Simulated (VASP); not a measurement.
# AlN (Fm-3m) in VASP: notebook

AlN is run at these levels: PBE; tasks: single point, relaxation of cell and atoms.

Everything below comes from runs of VASP 6.6.1. Logs are shortened: lines on timing, memory, paths and dates and some standing lists are left out, and cuts for length are marked.

### 1 The cell of the first run

It takes space group Fm-3m (No. 225, cubic). The conventional cell has a = 4.071 Å, b = 4.071 Å, c = 4.071 Å, α = 90.00°, β = 90.00°, γ = 90.00°. Within 2.7 Å of Al (site symmetry m-3m) lie 6 N at 2.04 Å. Within 2.7 Å of N (site symmetry m-3m) lie 6 Al at 2.04 Å.

### 2 Single point, PBE

INCAR

```
ALGO = Normal
EDIFF = 1E-6
ENCUT = 520
GGA = PE
ISIF = 2
ISMEAR = 0
LASPH = T
LCHARG = F
LREAL = F
LWAVE = F
NBANDS = 11
NELM = 100
PREC = Accurate
SIGMA = 0.1
```

KPOINTS

```
k-points
0
Gamma
  8 8 8
```

POSCAR

```
AlN
1.0
    0.0000000000      2.0353218852      2.0353218852
    2.0353218852      0.0000000000      2.0353218852
    2.0353218852      2.0353218852      0.0000000000
Al N
1 1
Direct
    0.5000000000      0.5000000000      0.5000000000
    0.0000000000      0.0000000000      0.0000000000
```

Potentials or basis: VASP PAW PBE potentials, release 64 (Al, N).

On the command line:

```
$ cat potpaw_PBE.64/Al/POTCAR potpaw_PBE.64/N/POTCAR > POTCAR
$ mpirun -np 1 vasp_std > vasp.out
```

OUTCAR:

```text
EDIFF = 1E-6
   ENCUT = 520
   GGA = PE
   ISIF = 2
   ISMEAR = 0
   LASPH = T
   LREAL = F
   NELM = 100
   PREC = Accurate

 ion  position               nearest neighbor table
   1  0.500  0.500  0.500-   2 2.04   2 2.04   2 2.04   2 2.04   2 2.04   2 2.04
   2  0.000  0.000  0.000-   1 2.04   1 2.04   1 2.04   1 2.04   1 2.04   1 2.04

  LATTYP: Found a face centered cubic cell.
 ALAT       =     4.0706437704

  Lattice vectors:

 A1 = (   0.0000000000,   2.0353218852,   2.0353218852)
 A2 = (   2.0353218852,   0.0000000000,   2.0353218852)
 A3 = (   2.0353218852,   2.0353218852,   0.0000000000)

Analysis of symmetry for initial positions (statically):
=====================================================================
 Subroutine PRICEL returns:
 Original cell was already a primitive cell.

 Routine SETGRP: Setting up the symmetry group for a
 face centered cubic supercell.

 Subroutine GETGRP returns: Found 48 space group operations
 (whereof 48 operations were pure point group operations)
 out of a pool of 48 trial point group operations.

The static configuration has the point symmetry O_h .

Analysis of symmetry for dynamics (positions and initial velocities):
=====================================================================
 Subroutine PRICEL returns:
 Original cell was already a primitive cell.

 Routine SETGRP: Setting up the symmetry group for a
 face centered cubic supercell.

 Subroutine GETGRP returns: Found 48 space group operations
 (whereof 48 operations were pure point group operations)
 out of a pool of 48 trial point group operations.

The dynamic configuration has the point symmetry O_h .

 Subroutine INISYM returns: Found 48 space group operations
 (whereof 48 operations are pure point group operations),
 and found     1 'primitive' translations

----------------------------------------------------------------------------------------

                                     Primitive cell

  volume of cell :      16.8628

  direct lattice vectors                    reciprocal lattice vectors
     0.000000000  2.035321885  2.035321885    -0.245661388  0.245661388  0.245661388
     2.035321885  0.000000000  2.035321885     0.245661388 -0.245661388  0.245661388
     2.035321885  2.035321885  0.000000000     0.245661388  0.245661388 -0.245661388

  length of vectors
     2.878379814  2.878379814  2.878379814     0.425498006  0.425498006  0.425498006

  position of ions in fractional coordinates (direct lattice)
     0.500000000  0.500000000  0.500000000
     0.000000000  0.000000000  0.000000000

  ion indices of the primitive-cell ions
   primitive index   ion index
                 1           1
                 2           2

----------------------------------------------------------------------------------------

 KPOINTS: k-points

Automatic generation of k-mesh.
 Grid dimensions read from file:
 generate k-points for:    8    8    8

 Generating k-lattice:

  Cartesian coordinates                     Fractional coordinates (reciprocal lattice)
    -0.030707674  0.030707674  0.030707674     0.125000000  0.000000000  0.000000000
     0.030707674 -0.030707674  0.030707674     0.000000000  0.125000000  0.000000000
     0.030707674  0.030707674 -0.030707674     0.000000000  0.000000000  0.125000000

  Length of vectors
     0.053187251  0.053187251  0.053187251

  Shift w.r.t. Gamma in fractional coordinates (k-lattice)
     0.000000000  0.000000000  0.000000000

 Subroutine IBZKPT returns following result:
 ===========================================

 Found     29 irreducible k-points:

 Following reciprocal coordinates:
            Coordinates               Weight
  0.000000  0.000000  0.000000      1.000000
  0.125000  0.000000  0.000000      8.000000
  0.250000  0.000000  0.000000      8.000000
  0.375000  0.000000  0.000000      8.000000
  0.500000  0.000000  0.000000      4.000000
  0.125000  0.125000  0.000000      6.000000
[... 16 lines left out ...]
  0.500000  0.250000  0.125000     48.000000
 -0.375000  0.250000  0.125000     24.000000
 [... further k-points ...]
   k-points           NKPTS =     29   k-points in BZ     NKDIM =     29   number of bands    NBANDS=     11
   number of dos      NEDOS =    301   number of ions     NIONS =      2
   total plane-waves  NPLWV =  13824
   dimension x,y,z NGX =    24 NGY =   24 NGZ =   24
   dimension x,y,z NGXF=    48 NGYF=   48 NGZF=   48
   ions per type =               1   1
   NGX,Y,Z   is equivalent  to a cutoff of  13.86, 13.86, 13.86 a.u.
   NGXF,Y,Z  is equivalent  to a cutoff of  27.72, 27.72, 27.72 a.u.
 SYSTEM =  unknown system
   PREC   = accura    normal or accurate (medium, high low for compatibility)
   ISTART =      0    job   : 0-new  1-cont  2-samecut
   ICHARG =      2    charge: 1-file 2-atom 10-const
   ISPIN  =      1    spin polarized calculation?
   LNONCOLLINEAR =      F non collinear calculations
   LSORBIT =      F    spin-orbit coupling
   LASPH  =      T    aspherical Exc in radial PAW
   ENCUT  =  520.0 eV  38.22 Ry    6.18 a.u.   5.35  5.35  5.35*2*pi/ulx,y,z
   NELM   =    100;   NELMIN=  2; NELMDL= -5     # of ELM steps
   EDIFF  = 0.1E-05   stopping-criterion for ELM
   LREAL  =      F    real-space projection
   EDIFFG = 0.1E-04   stopping-criterion for IOM
   NSW    =      0    number of steps for IOM
   IBRION =     -1    ionic relax: 0-MD 1-quasi-New 2-CG
   NFREE  =      0    steps in history (QN), initial steepest desc. (CG)
   ISIF   =      2    stress and relaxation
   ISYM   =      2    0-nonsym 1-usesym 2-fastsym
   POTIM  = 0.5000    time-step for ionic-motion
   TEBEG  =    0.0;   TEEND  =   0.0 temperature during run
   PSTRESS=    0.0 pullay stress
   NELECT =       8.0000    total number of electrons
   NUPDOWN=      -1.0000    fix difference up-down
   EMIN   =  10.00;   EMAX   =-10.00  energy-range for DOS
   EFERMI =   0.00;   METHOD = LEGACY
   ISMEAR =     0;   SIGMA  =   0.10  broadening in eV -4-tet -1-fermi 0-gaus
   EFERMI_NEDOS =   21; number of points for ismear=-14 and -15
   IALGO  =     38    algorithm
   IMIX   =      4    mixing-type and parameters
     AMIX     =   0.40;   BMIX     =  1.00
     AMIX_MAG =   1.60;   BMIX_MAG =  1.00
  volume/ion in A,a.u.               =       8.43        56.90
  Fermi-wavevector in a.u.,A,eV,Ry     =   1.276816  2.412833 22.181029  1.630260
  Thomas-Fermi vector in A             =   2.409451
   LORBIT       =      0    0 simple, 1 ext, 2 COOP (PROOUT), +10 PAW based schemes
   GGA     = PE    functional components
   LHFCALC =     F    Hartree Fock is set to
   AEXX    =    0.0000 exact exchange contribution
   IVDW    =     0    specifies the selected vdW correction
   LEPSILON=     F    determine dielectric tensor
   LRPA    =     F    only Hartree local field effects (RPA)
 non-spin polarized calculation
 Gauss-broadening in eV      SIGMA  =   0.10
  energy-cutoff  :      520.00
  volume of cell :       16.86
 maximum number of plane-waves:       469
 NGX is ok and might be reduce to    24
   NGX = 11   NGY = 11   NGZ = 11

 number of electron       8.0000000 magnetization

 Free energy of the ion-electron system (eV)
  ---------------------------------------------------
  ext. energy  EPLUGINS =         0.00000000
  ---------------------------------------------------
  free energy    TOTEN  =       -14.54551081 eV

  energy without entropy =      -14.54551081  energy(sigma->0) =      -14.54551081

 E-fermi :  10.1385     XC(G=0): -12.1908

 val. band max:        9.7032434170   @ k =   0.0000   0.0000   0.0000
 cond. band min:      14.1151514597   @ k =   0.5000   0.5000   0.0000
 fundamental gap:      4.4119080427
 Fermi energy:        10.1385365637

 k-point     1 :       0.0000    0.0000    0.0000
  band No.  band energies     occupation
      1      -7.6670      2.00000
      2       9.7032      2.00000
      3       9.7032      2.00000
      4       9.7032      2.00000
      5      15.0926      0.00000
      6      21.8044      0.00000
      7      21.8044      0.00000
      8      21.8044      0.00000
      9      26.8908      0.00000
     10      27.3435      0.00000
     11      27.3435      0.00000

 k-point     2 :       0.1250    0.0000    0.0000
  band No.  band energies     occupation
      1      -7.3540      2.00000
      2       8.2099      2.00000
      3       9.5247      2.00000
      4       9.5247      2.00000
      5      15.9758      0.00000
      6      20.6318      0.00000
      7      22.2037      0.00000
      8      22.2037      0.00000
      9      25.3764      0.00000
     10      25.3764      0.00000
     11      27.5648      0.00000

 k-point     3 :       0.2500    0.0000    0.0000
  band No.  band energies     occupation
      1      -6.4642      2.00000
      2       5.4082      2.00000
      3       9.1362      2.00000
      4       9.1362      2.00000
      5      16.4007      0.00000
      6      20.6642      0.00000
      7      21.8774      0.00000
      8      21.8774      0.00000
      9      25.7347      0.00000
     10      25.7347      0.00000
     11      26.5699      0.00000

 k-point     4 :       0.3750    0.0000    0.0000
  band No.  band energies     occupation
      1      -5.2301      2.00000
      2       2.7720      2.00000
      3       8.7945      2.00000
      4       8.7945      2.00000
      5      15.9288      0.00000
      6      20.9119      0.00000
      7      20.9119      0.00000
      8      22.0595      0.00000
      9      25.7734      0.00000
     10      28.3008      0.00000
     11      28.3008      0.00000
[... 239 lines left out ...]
 k-point    22 :       0.3750    0.2500    0.1250
  band No.  band energies     occupation
      1      -5.7316      2.00000
      2       5.0326      2.00000
      3       7.2042      2.00000
      4       8.5562      2.00000
      5      18.1056      0.00000
      6      18.4811      0.00000
      7      19.7871      0.00000
      8      23.3533      0.00000
      9      24.7208      0.00000
     10      29.0993      0.00000
     11      30.9147      0.00000

 k-point    23 :       0.5000    0.2500    0.1250
  band No.  band energies     occupation
      1      -4.6279      2.00000
      2       3.3381      2.00000
      3       6.2976      2.00000
      4       8.0311      2.00000
      5      17.8910      0.00000
      6      18.6873      0.00000
      7      20.3740      0.00000
      8      22.7545      0.00000
      9      26.4416      0.00000
     10      29.5914      0.00000
     11      31.3849      0.00000

 k-point    24 :      -0.3750    0.2500    0.1250
  band No.  band energies     occupation
      1      -4.0013      2.00000
      2       2.4013      2.00000
      3       6.0776      2.00000
      4       7.7683      2.00000
      5      17.9929      0.00000
      6      18.0856      0.00000
      7      21.8182      0.00000
      8      22.2850      0.00000
      9      27.6305      0.00000
     10      28.4784      0.00000
     11      31.9113      0.00000

 [... further k-points ...]
[... 5 lines left out ...]
  --------------------------------------------------------------------------------------
  -------------------------------------------------------------------------------------
  Total       -0.0309080     -0.0309080     -0.0309080     -0.0000000      0.0000000      0.0000000
  in kB       -2.9366545     -2.9366545     -2.9366545     -0.0000000      0.0000000      0.0000000
  external PRESSURE =      -2.9366545 kB  Pullay stress =       0.0000000 kB

 VOLUME and BASIS-vectors are now :
 -----------------------------------------------------------------------------
  energy-cutoff  :      520.00
  volume of cell :       16.86
      direct lattice vectors                 reciprocal lattice vectors
     0.000000000  2.035321885  2.035321885    -0.245661388  0.245661388  0.245661388
     2.035321885  0.000000000  2.035321885     0.245661388 -0.245661388  0.245661388
     2.035321885  2.035321885  0.000000000     0.245661388  0.245661388 -0.245661388

 POSITION                                       TOTAL-FORCE (eV/Angst)
 -----------------------------------------------------------------------------------
      2.03532      2.03532      2.03532         0.000000     -0.000000     -0.000000
      0.00000      0.00000      0.00000        -0.000000      0.000000      0.000000
 -----------------------------------------------------------------------------------
    total drift:                                0.000000     -0.000000     -0.000000

  FREE ENERGIE OF THE ION-ELECTRON SYSTEM (eV)
  ---------------------------------------------------
  free  energy   TOTEN  =       -14.5455108065 eV

  energy  without entropy=      -14.5455108065  energy(sigma->0) =      -14.54551081
```

It took 5.2 s on 1 thread of AMD EPYC 7R13 (Zen 3), shared host; peak memory 0.1 GiB.

Results:

```
Free energy            : -14.5455 eV
Pressure               : -0.3 GPa
Band gap on the k mesh : 4.41 eV (least direct gap 5.39 eV)
```

### 3 Single point, PBE

INCAR

```
ALGO = Normal ; EDIFF = 1E-6
ENCUT = 520 ; GGA = PE
ISIF = 2 ; ISMEAR = 0
LASPH = True ; LCHARG = False
LREAL = False ; LWAVE = False
NBANDS = 11 ; NELM = 60
PREC = Accurate ; SIGMA = 0.02
```

KPOINTS

```
k-points
0
Gamma
  10 10 10
```

POSCAR is that of step 2.

Potentials or basis: VASP PAW PBE potentials, release 64 (Al, N).

On the command line:

```
$ cat potpaw_PBE.64/Al/POTCAR potpaw_PBE.64/N/POTCAR > POTCAR
$ mpirun -np 1 vasp_std > vasp.out
```

Wall time 7.5 s (1 thread of AMD EPYC 7R13 (Zen 3), shared host); peak memory 0.1 GiB.

The run converged. Its results:

```
Free energy            : -14.5459 eV
Pressure               : -0.3 GPa
Band gap on the k mesh : 4.41 eV (least direct gap 5.39 eV)
```

Levels at points of the mesh, in eV from the valence-band top:
| k point | band 1 | band 2 | band 3 | band 4 | band 5 | band 6 | band 7 | band 8 |
| --- | --- | --- | --- | --- | --- | --- | --- | --- |
| (0.00, 0.00, 0.00) | -17.37 | 0.00 | 0.00 | 0.00 | 5.39 | 12.10 | 12.10 | 12.10 |
| (0.50, 0.00, 0.00) | -14.19 | -8.17 | -1.04 | -1.04 | 6.01 | 10.84 | 10.84 | 13.00 |
| (0.50, 0.50, 0.00) | -13.24 | -7.25 | -2.75 | -2.75 | 4.41 | 5.34 | 13.80 | 16.93 |

A k mesh can miss the band edges.

### 4 Relaxation of cell and atoms, PBE

INCAR

```
ALGO     = Normal         # electronic algorithm
EDIFF    = 1E-6           # SCF threshold, eV
EDIFFG   = -0.01          # ionic threshold
ENCUT    = 600            # plane-wave cutoff, eV
GGA      = PE             # functional
IBRION   = 2              # ionic algorithm
ISIF     = 3              # what is computed and relaxed
ISMEAR   = 0              # smearing method
LASPH    = T              # aspherical terms in the spheres
LCHARG   = F              # write CHGCAR
LREAL    = F              # projectors in reciprocal space
LWAVE    = F              # write WAVECAR
NELM     = 60             # most SCF steps
NSW      = 100            # ionic steps
PREC     = Accurate       # precision mode
SIGMA    = 0.02           # smearing width, eV
```

KPOINTS is that of step 3.

POSCAR is that of step 3.

On the command line:

```
$ cat potpaw_PBE.64/Al/POTCAR potpaw_PBE.64/N/POTCAR > POTCAR
$ mpirun -np 1 vasp_std > vasp.out
```

It took 10 s on 1 thread of AMD EPYC 7R13 (Zen 3), shared host; peak memory 0.11 GiB.

Results (log left out):

- Free energy: -14.5477 eV
- Relaxed volume: 8.42 Å³/atom
- Relaxed cell: a = 2.877 Å, b = 2.877 Å, c = 2.877 Å, α = 60.00°, β = 60.00°, γ = 60.00°
- Space group after relaxing (to 0.1 Å): Fm-3m (No. 225)
- Energy gained by relaxing: 0.0 meV/atom
- Ionic steps: 3
- Pressure after relaxing: 0.0 GPa
- Band gap on the k mesh: 4.43 eV (least direct gap 5.41 eV)

Final structure:
```
Al N
1.0
     0.00000    2.03413    2.03413
     2.03413    0.00000    2.03413
     2.03413    2.03413    0.00000
Al N
1 1
Direct
  0.50000 0.50000 0.50000
  0.00000 0.00000 0.00000
```

Levels at points of the mesh, in eV from the valence-band top:
| k point | band 2 | band 3 | band 4 | band 5 | band 6 | band 7 |
| --- | --- | --- | --- | --- | --- | --- |
| (0.00, 0.00, 0.00) | 0.00 | 0.00 | 0.00 | 5.41 | 12.11 | 12.11 |
| (0.50, 0.00, 0.00) | -8.19 | -1.04 | -1.04 | 6.02 | 10.85 | 10.85 |
| (0.50, 0.50, 0.00) | -7.26 | -2.75 | -2.75 | 4.43 | 5.33 | 13.82 |

### 5 The runs side by side

```tsv
task	cell	k mesh	cutoff (eV)	smearing	gap on the mesh (eV)	pressure (GPa)
single point	as given	8 × 8 × 8	520	gaussian 0.1 eV	4.41	-0.3
single point	as given	10 × 10 × 10	520	gaussian 0.02 eV	4.41	-0.3
relaxation of cell and atoms	relaxed	10 × 10 × 10	600	gaussian 0.02 eV	4.43	0.0
```

Alike in all rows: level PBE; potentials or basis VASP PAW PBE potentials, release 64 (Al, N); no spin polarisation.

Total energies depend on the potentials used, so only differences within one code and one set of settings carry meaning.
